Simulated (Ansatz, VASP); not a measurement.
One calculation of Zn, two programs

```
Zn
1.0
    -1.53701    1.53701    1.53701
     1.53701   -1.53701    1.53701
     1.53701    1.53701   -1.53701
Zn
1
Direct
  0.00000 0.00000 0.00000
```

Alike in both runs: task single point; functional PBE0; k mesh 6 × 6 × 6; occupations fermi-dirac, width 0.05 eV; no spin polarisation.

|  | VASP | Ansatz |
| --- | --- | --- |
| version | VASP 6.6.1 | Ansatz 0.2.0 |
| potentials or method | VASP PAW PBE potentials, release 64 (Zn) | Ansatz PAW |
| plane-wave cutoff (eV) | 520 | 420 |
| valence electrons in the cell | 12 | 12 |

VASP gave:

```
gap on the k mesh at the Fermi level (eV) : none
pressure (GPa)                            : 5.1
```

Which values does Ansatz return?

gap on the k mesh at the Fermi level (eV): none; pressure (GPa): 5.2.

A gap of «none» marks a metal or a gap that the smearing closes.

The k mesh is coarse, so the values compare programs but aren't converged.
